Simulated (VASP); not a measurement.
# Ag (Im-3m) in VASP: a series of runs, part 2 of 2

VASP 6.6.1. Earlier steps stand in the parts before.

## (3) Relaxation of volume and atoms at fixed shape, PBEsol

This run uses another cell than the first one, of 18.15 Å³/atom, 1.082 times its volume.

INCAR

```
SYSTEM = Ag
PREC     = Accurate       ! precision mode
ENCUT    = 600            ! plane-wave cutoff, eV
EDIFF    = 1E-6           ! SCF threshold, eV
ISMEAR   = 1              ! smearing method
SIGMA    = 0.05           ! smearing width, eV
LREAL    = .FALSE.        ! projectors in reciprocal space
LASPH    = .TRUE.         ! aspherical terms in the spheres
NELM     = 80             ! most SCF steps
ALGO     = Normal         ! electronic algorithm
ISIF     = 8              ! what is computed and relaxed
LWAVE    = .FALSE.        ! write WAVECAR
LCHARG   = .FALSE.        ! write CHGCAR
GGA      = PS             ! functional
IBRION   = 2              ! ionic algorithm
NSW      = 80             ! ionic steps
EDIFFG   = -0.01          ! ionic threshold
```

KPOINTS

```
Automatic mesh
0
G
  20 20 20
  0 0 0
```

POSCAR

```
Ag
1.0
   -1.6556540000      1.6556540000      1.6556540000
    1.6556540000     -1.6556540000      1.6556540000
    1.6556540000      1.6556540000     -1.6556540000
Ag
1
Direct
    0.0000000000      0.0000000000      0.0000000000
```

Potentials or basis: VASP PAW PBE potentials, release 64 (Ag).

Command:

```bash
cat potpaw_PBE.64/Ag/POTCAR > POTCAR
mpirun -np 1 vasp_std > vasp.out
```

OUTCAR:

```text
SYSTEM = Ag
   PREC = Accurate
   ENCUT = 600
   EDIFF = 1E-6
   ISMEAR = 1
   LREAL = .FALSE.
   LASPH = .TRUE.
   NELM = 80
   ISIF = 8
   GGA = PS
   IBRION = 2
   NSW = 80
   EDIFFG = -0.01

 ion  position               nearest neighbor table
   1  0.000  0.000  0.000-

  LATTYP: Found a body centered cubic cell.
 ALAT       =     3.3113080000

  Lattice vectors:

 A1 = (  -1.6556540000,   1.6556540000,   1.6556540000)
 A2 = (   1.6556540000,  -1.6556540000,   1.6556540000)
 A3 = (   1.6556540000,   1.6556540000,  -1.6556540000)

Analysis of symmetry for initial positions (statically):
=====================================================================
 Subroutine PRICEL returns:
 Original cell was already a primitive cell.

 Routine SETGRP: Setting up the symmetry group for a
 body centered cubic supercell.

 Subroutine GETGRP returns: Found 48 space group operations
 (whereof 48 operations were pure point group operations)
 out of a pool of 48 trial point group operations.

The static configuration has the point symmetry O_h .

Analysis of symmetry for dynamics (positions and initial velocities):
=====================================================================
 Subroutine PRICEL returns:
 Original cell was already a primitive cell.

 Routine SETGRP: Setting up the symmetry group for a
 body centered cubic supercell.

 Subroutine GETGRP returns: Found 48 space group operations
 (whereof 48 operations were pure point group operations)
 out of a pool of 48 trial point group operations.

The dynamic configuration has the point symmetry O_h .

 Subroutine INISYM returns: Found 48 space group operations
 (whereof 48 operations are pure point group operations),
 and found     1 'primitive' translations

----------------------------------------------------------------------------------------

                                     Primitive cell

  volume of cell :      18.1538

  direct lattice vectors                    reciprocal lattice vectors
    -1.655654000  1.655654000  1.655654000     0.000000000  0.301995465  0.301995465
     1.655654000 -1.655654000  1.655654000     0.301995465  0.000000000  0.301995465
     1.655654000  1.655654000 -1.655654000     0.301995465  0.301995465  0.000000000

  length of vectors
     2.867676848  2.867676848  2.867676848     0.427086083  0.427086083  0.427086083

  position of ions in fractional coordinates (direct lattice)
     0.000000000  0.000000000  0.000000000

  ion indices of the primitive-cell ions
   primitive index   ion index
                 1           1

----------------------------------------------------------------------------------------

 KPOINTS: Automatic mesh

Automatic generation of k-mesh.
 Grid dimensions read from file:
 generate k-points for:   20   20   20

[... 21 lines left out ...]
  0.050000  0.000000  0.000000     12.000000
  0.100000  0.000000  0.000000     12.000000
  0.150000  0.000000  0.000000     12.000000
  0.200000  0.000000  0.000000     12.000000
  0.250000  0.000000  0.000000     12.000000
[... 16 lines left out ...]
  0.200000  0.100000  0.000000     48.000000
  0.250000  0.100000  0.000000     48.000000
 [... further k-points ...]
   k-points           NKPTS =    256   k-points in BZ     NKDIM =    256   number of bands    NBANDS=      9
   number of dos      NEDOS =    301   number of ions     NIONS =      1
   total plane-waves  NPLWV =  13824
   dimension x,y,z NGX =    24 NGY =   24 NGZ =   24
   dimension x,y,z NGXF=    48 NGYF=   48 NGZF=   48
   ions per type =               1
   NGX,Y,Z   is equivalent  to a cutoff of  13.91, 13.91, 13.91 a.u.
   NGXF,Y,Z  is equivalent  to a cutoff of  27.83, 27.83, 27.83 a.u.
 SYSTEM =  Ag
   PREC   = accura    normal or accurate (medium, high low for compatibility)
   ISTART =      0    job   : 0-new  1-cont  2-samecut
   ICHARG =      2    charge: 1-file 2-atom 10-const
   ISPIN  =      1    spin polarized calculation?
   LNONCOLLINEAR =      F non collinear calculations
   LSORBIT =      F    spin-orbit coupling
   LASPH  =      T    aspherical Exc in radial PAW
   ENCUT  =  600.0 eV  44.10 Ry    6.64 a.u.   5.73  5.73  5.73*2*pi/ulx,y,z
   NELM   =     80;   NELMIN=  2; NELMDL= -5     # of ELM steps
   EDIFF  = 0.1E-05   stopping-criterion for ELM
   LREAL  =      F    real-space projection
   EDIFFG = -.1E-01   stopping-criterion for IOM
   NSW    =     80    number of steps for IOM
   IBRION =      2    ionic relax: 0-MD 1-quasi-New 2-CG
   NFREE  =      1    steps in history (QN), initial steepest desc. (CG)
   ISIF   =      8    stress and relaxation
   ISYM   =      2    0-nonsym 1-usesym 2-fastsym
   POTIM  = 0.5000    time-step for ionic-motion
   TEBEG  =    0.0;   TEEND  =   0.0 temperature during run
   PSTRESS=    0.0 pullay stress
   NELECT =      11.0000    total number of electrons
   NUPDOWN=      -1.0000    fix difference up-down
   EMIN   =  10.00;   EMAX   =-10.00  energy-range for DOS
   EFERMI =   0.00;   METHOD = LEGACY
   ISMEAR =     1;   SIGMA  =   0.05  broadening in eV -4-tet -1-fermi 0-gaus
   EFERMI_NEDOS =   21; number of points for ismear=-14 and -15
   IALGO  =     38    algorithm
   IMIX   =      4    mixing-type and parameters
     AMIX     =   0.40;   BMIX     =  1.00
     AMIX_MAG =   1.60;   BMIX_MAG =  1.00
  volume/ion in A,a.u.               =      18.15       122.51
  Fermi-wavevector in a.u.,A,eV,Ry     =   1.385318  2.617871 26.111022  1.919106
  Thomas-Fermi vector in A             =   2.509739
   LORBIT       =      0    0 simple, 1 ext, 2 COOP (PROOUT), +10 PAW based schemes
   GGA     = PS    functional components
   LHFCALC =     F    Hartree Fock is set to
   AEXX    =    0.0000 exact exchange contribution
   IVDW    =     0    specifies the selected vdW correction
   LEPSILON=     F    determine dielectric tensor
   LRPA    =     F    only Hartree local field effects (RPA)
 conjugate gradient relaxation of ions
 non-spin polarized calculation
 Methfessel and Paxton  Order N= 1 SIGMA  =   0.05
  energy-cutoff  :      600.00
  volume of cell :       18.15
 maximum number of plane-waves:       620
   NGX = 11   NGY = 11   NGZ = 11

--------------------------------------- Ionic step        1  -------------------------------------------

 number of electron      11.0000001 magnetization

 Free energy of the ion-electron system (eV)
  ---------------------------------------------------
  ext. energy  EPLUGINS =         0.00000000
  ---------------------------------------------------
  free energy    TOTEN  =        -3.23324154 eV

  energy without entropy =       -3.23312210  energy(sigma->0) =       -3.23320173

------------------------ aborting loop because EDIFF is reached ----------------------------------------

  FORCE on cell =-STRESS in cart. coord.  units (eV):
  Direction    XX          YY          ZZ          XY          YZ          ZX
  --------------------------------------------------------------------------------------
  -------------------------------------------------------------------------------------
  Total       -0.8180306     -0.8180306     -0.8180306      0.0000000      0.0000000      0.0000000
  in kB      -72.1957141    -72.1957141    -72.1957141      0.0000000      0.0000000      0.0000000
  external PRESSURE =     -72.1957141 kB  Pullay stress =       0.0000000 kB
[... 57 lines left out ...]
--------------------------------------- Ionic step        3  -------------------------------------------

 number of electron      10.9999997 magnetization

 Free energy of the ion-electron system (eV)
  ---------------------------------------------------
  ext. energy  EPLUGINS =         0.00000000
  ---------------------------------------------------
  free energy    TOTEN  =        -3.26826373 eV

  energy without entropy =       -3.26842682  energy(sigma->0) =       -3.26831810

 E-fermi :   8.4611     XC(G=0): -12.5184

 val. band max:        8.4581178024   @ k =  -0.4000   0.4500   0.1000
 cond. band min:       8.4880438334   @ k =   0.3000   0.1500   0.0500
 fundamental gap:      0.0299260310
 Fermi energy:         8.4610905648

 k-point     1 :       0.0000    0.0000    0.0000
  band No.  band energies     occupation
      1       0.5257      2.00000
      2       3.5247      2.00000
      3       3.5247      2.00000
      4       3.5247      2.00000
      5       4.9143      2.00000
      6       4.9143      2.00000
      7      26.4906      0.00000
      8      26.4906      0.00000
      9      26.4906      0.00000
[... 265 lines left out ...]
 k-point    24 :       0.2500    0.1000    0.0000
  band No.  band energies     occupation
      1       2.3378      2.00000
      2       3.0218      2.00000
      3       4.0286      2.00000
      4       4.6666      2.00000
      5       5.0365      2.00000
      6       5.7048      2.00000
      7      18.7726      0.00000
      8      22.3085      0.00000
      9      24.5852      0.00000

 [... further k-points ...]
[... 5 lines left out ...]
  --------------------------------------------------------------------------------------
  -------------------------------------------------------------------------------------
  Total       -0.0034836     -0.0034836     -0.0034836      0.0000000      0.0000000     -0.0000000
  in kB       -0.3332169     -0.3332169     -0.3332169      0.0000000      0.0000000     -0.0000000
  external PRESSURE =      -0.3332169 kB  Pullay stress =       0.0000000 kB
[... 16 lines left out ...]
  FREE ENERGIE OF THE ION-ELECTRON SYSTEM (eV)
  ---------------------------------------------------
  free  energy   TOTEN  =        -3.2682637332 eV

  energy  without entropy=       -3.2684268246  energy(sigma->0) =       -3.26831810

 reached required accuracy - stopping structural energy minimisation
```

Wall time 1.9 min (1 thread of AMD EPYC 7R13 (Zen 3), shared host); peak memory 0.16 GiB.

Results:

```
Free energy                            : -3.2683 eV
Relaxed volume                         : 16.75 Å³/atom
Relaxed cell                           : a = 2.792 Å, b = 2.792 Å, c = 2.792 Å, α = 109.47°, β = 109.47°, γ = 109.47°
Space group after relaxing (to 0.05 Å) : Im-3m (No. 229)
Energy gained by relaxing              : 35.0 meV/atom
Ionic steps                            : 3
Pressure after relaxing                : 0.0 GPa
```

The path:
| step | energy change (eV) | largest force (eV/Å) | pressure (GPa) | volume (Å³) |
| --- | --- | --- | --- | --- |
| 1 | 0.0000 | 0.0000 | -7.22 | 18.15 |
| 2 | -0.0247 | 0.0000 | 5.21 | 16.09 |
| 3 | -0.0350 | 0.0000 | -0.03 | 16.75 |

Final structure:
```cif
data_structure
_symmetry_space_group_name_H-M 'P 1'
_symmetry_Int_Tables_number 1
_cell_length_a 2.7918
_cell_length_b 2.7918
_cell_length_c 2.7918
_cell_angle_alpha 109.471
_cell_angle_beta 109.471
_cell_angle_gamma 109.471
_cell_volume 16.75
loop_
_atom_site_label
_atom_site_type_symbol
_atom_site_fract_x
_atom_site_fract_y
_atom_site_fract_z
_atom_site_occupancy
Ag1 Ag 0.00000 0.00000 0.00000 1
```

Levels at points of the mesh, in eV from the Fermi level:
```csv
k point,band 2,band 3,band 4,band 5,band 6,band 7,band 8,band 9
"(0.00, 0.00, 0.00)",-4.94,-4.94,-4.94,-3.55,-3.55,18.03,18.03,18.03
"(0.50, 0.00, 0.00)",-5.75,-3.61,-3.42,-2.49,-0.15,4.28,13.40,14.63
"(0.50, 0.50, 0.50)",-6.44,-2.75,-2.75,-2.75,6.93,6.93,6.93,13.10
```

Caveat: the PAW data sets were made with another functional, which shifts forces and pressure a little.
